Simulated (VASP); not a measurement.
Wanted: the native input for a VASP 6.6.1 run.

```
Task                   : single point
Functional             : r2SCAN
Potentials or basis    : VASP PAW PBE potentials, release 64 (Hf_pv, C)
Cutoff                 : 520 eV
k mesh                 : 6 × 6 × 4
Occupations            : fermi-dirac, width 0.1 eV
Spin                   : no spin polarisation
Dipole correction      : no
Further INCAR settings : ALGO = Normal; EDIFF = 1e-06; NBANDS = 22
```

Crystal: HfC.

```
CELL_PARAMETERS angstrom
3.34287 0.00000 0.00000
-1.67143 2.89501 0.00000
0.00000 0.00000 5.20271
ATOMIC_POSITIONS crystal
Hf 0.66667 0.33333 0.75000
Hf 0.33333 0.66667 0.25000
C 0.00000 0.00000 0.00000
C 0.00000 0.00000 0.50000
```

These files were run (other wordings do the same):

POSCAR

```
HfC
1.0
    3.3428660000      0.0000000000      0.0000000000
   -1.6714330000      2.8950070000      0.0000000000
    0.0000000000      0.0000000000      5.2027140000
Hf C
2 2
Direct
    0.6666666667      0.3333333333      0.7500000000
    0.3333333333      0.6666666667      0.2500000000
    0.0000000000      0.0000000000      0.0000000000
    0.0000000000      0.0000000000      0.5000000000
```

INCAR.step1

```
SYSTEM = HfC
ALGO = Normal ; EDIFF = 1E-4
ENCUT = 520 ; GGA = PE
ISMEAR = -1 ; LASPH = .TRUE.
LCHARG = .FALSE. ; LREAL = .FALSE.
LWAVE = .TRUE. ; NBANDS = 22
NELM = 60 ; PREC = Accurate
SIGMA = 0.1
```

INCAR.step2

```
SYSTEM = HfC
ALGO = Normal ; EDIFF = 1E-6
ENCUT = 520 ; ISIF = 2
ISMEAR = -1 ; ISTART = 1
LASPH = .TRUE. ; LCHARG = .FALSE.
LMIXTAU = .TRUE. ; LREAL = .FALSE.
LWAVE = .FALSE. ; METAGGA = R2SCAN
NBANDS = 22 ; NELM = 60
PREC = Accurate ; SIGMA = 0.1
```

KPOINTS

```
k-points
0
G
  6 6 4
  0 0 0
```

Potentials or basis: VASP PAW PBE potentials, release 64 (Hf_pv, C).

The run is started by

```console
$ cat potpaw_PBE.64/Hf_pv/POTCAR potpaw_PBE.64/C/POTCAR > POTCAR
$ cp INCAR.step1 INCAR
$ mpirun -np 1 vasp_std > vasp.out
$ cp INCAR.step2 INCAR
$ mpirun -np 1 vasp_std > vasp.out
```

Results of the run:

- Pressure: -3.8 GPa
- Band gap on the k mesh: zero (band 14 reaches 7.66 eV, above the bottom of band 15 at 6.09 eV)

Caveat: the k points lie up to 0.36 Å⁻¹ apart; the PAW data sets were made with another functional, which shifts forces and pressure a little; spin-orbit coupling is left out, which moves the levels of the heavy elements.

Wall time 71 s on 1 thread of Intel(R) Xeon(R) Platinum 8488C (Sapphire Rapids) (shared host), peak memory 0.18 GiB.
